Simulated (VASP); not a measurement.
ZnAu: single point with PBE+D4

Crystal: ZnAu.

```
Zn Au
1.0
     3.15005    0.00000    0.00000
     0.00000    3.15005    0.00000
     0.00000    0.00000    3.15005
Zn Au
1 1
Direct
  0.50000 0.50000 0.50000
  0.00000 0.00000 0.00000
```

- Program: VASP 6.6.1
- Task: single point
- Functional: PBE
- Dispersion: D4
- Potentials or basis: VASP PAW PBE potentials, release 64 (Zn, Au)
- Cutoff: 520 eV
- k mesh: 4 × 4 × 4, shifted
- Occupations: gaussian, width 0.1 eV
- Spin: no spin polarisation
- Dipole correction: no
- Further INCAR settings: ALGO = Normal; EDIFF = 1e-07; NBANDS = 18; ISYM = 0

```json
{
  "Pressure": "-0.7 GPa",
  "Band gap on the k mesh": "zero (an odd number of electrons rules out a gap without spin polarisation)",
  "Dispersion energy per atom": "-0.520 eV"
}
```

Levels at points of the mesh, in eV from the Fermi level:
```tsv
k point	band 9	band 10	band 11	band 12	band 13	band 14	band 15	band 16
(0.00, 0.00, 0.12)	-3.70	-3.70	-3.52	3.43	5.75	5.75	10.00	12.08
```

Run time: 34 s on 1 thread of AMD EPYC 7R13 Processor (Zen 3), on a shared host, peak memory 0.15 GiB.

Caveat: the k points lie up to 0.50 Å⁻¹ apart, too coarse for converged energies and pressures of a metal; spin-orbit coupling is left out, which moves the levels of the heavy elements.
